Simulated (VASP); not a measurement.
Input of a VASP 6.6.1 run:

INCAR

```
  ALGO = Normal
  EDIFF = 1E-7
  ENCUT = 520
  GGA = PS
  ISIF = 2
  ISMEAR = -1
  LASPH = T
  LCHARG = F
  LREAL = F
  LWAVE = F
  NBANDS = 28
  NELM = 100
  PREC = Accurate
  SIGMA = 0.15
```

KPOINTS

```
k-points
0
Gamma
  4 4 4
```

The input POSCAR:

```
CsBa3
1.0
    0.0000000000      5.2212840000      5.2212840000
    5.2212840000      0.0000000000      5.2212840000
    5.2212840000      5.2212840000      0.0000000000
Cs Ba
1 3
Direct
    0.0000000000      0.0000000000      0.0000000000
    0.2500000000      0.2500000000      0.2500000000
    0.7500000000      0.7500000000      0.7500000000
    0.5000000000      0.5000000000      0.5000000000
```

Potentials or basis: VASP PAW PBE potentials, release 64 (Cs_sv, Ba_sv).

Command:

```console
$ cat potpaw_PBE.64/Cs_sv/POTCAR potpaw_PBE.64/Ba_sv/POTCAR > POTCAR
$ mpirun -np 1 vasp_std > vasp.out
```

Q: Predict the pressure.

A: -0.4 GPa.

Caveat: the PAW data sets were made with another functional, which shifts forces and pressure a little.
